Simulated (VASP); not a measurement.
The system is Tl.

```
Tl
1.0
     3.45600    0.00000    0.00000
    -1.72800    2.99298    0.00000
     0.00000    0.00000    5.52500
Tl
2
Direct
  0.35140 0.74674 0.23378
  0.69976 0.26542 0.81339
```

- Program: VASP 6.6.1
- Task: relaxation of cell and atoms
- Functional: PBEsol
- Potentials or basis: VASP PAW PBE potentials, release 64 (Tl_d)
- Cutoff: 600 eV
- k mesh: 7 × 7 × 4
- Occupations: fermi-dirac, width 0.05 eV
- Spin: no spin polarisation

At the start: pressure 3.7 GPa; volume 28.57 Å³/atom.

Where does the relaxation end?

Over 46 steps the energy falls by 170.3 meV/atom and the volume is 28.61 Å³/atom (+0.1 %); space group C2/c (No. 15, to 0.05 Å).

Step by step:
```
step  energy change (eV)  largest force (eV/Å)  pressure (GPa)  volume (Å³)
   1              0.0000                1.5755            3.74        57.15
   3             -0.2128                0.3794           -1.89        63.24
   5             -0.2953                0.2946            0.74        56.86
   7             -0.3148                0.1101            0.66        56.63
   9             -0.3206                0.0566           -0.21        57.91
  11             -0.3222                0.0579           -0.13        57.76
  13             -0.3239                0.0651            0.07        57.44
  15             -0.3292                0.0745            0.05        57.42
  17             -0.3295                0.0758            0.08        57.40
  19             -0.3330                0.0579           -0.14        57.74
  21             -0.3349                0.0388            0.02        57.44
  23             -0.3356                0.0284           -0.04        57.48
  25             -0.3359                0.0273           -0.20        57.70
  27             -0.3370                0.0404           -0.28        57.79
  29             -0.3380                0.0464           -0.04        57.39
  31             -0.3386                0.0442            0.02        57.29
  33             -0.3393                0.0334            0.06        57.24
  35             -0.3396                0.0202           -0.10        57.47
  37             -0.3398                0.0199            0.01        57.29
  39             -0.3399                0.0207            0.05        57.23
  41             -0.3402                0.0168            0.01        57.28
  43             -0.3403                0.0152           -0.03        57.31
  45             -0.3405                0.0014            0.04        57.20
  46             -0.3405                0.0031            0.03        57.22
```

Final structure:
```
CELL_PARAMETERS angstrom
3.42086 0.05240 -0.08391
-1.65838 2.99158 -0.09127
-0.14554 -0.24771 5.55840
ATOMIC_POSITIONS crystal
Tl 0.34771 0.68377 0.27347
Tl 0.70345 0.32839 0.77370
```

Caveat: the PAW data sets were made with another functional, which shifts forces and pressure a little.
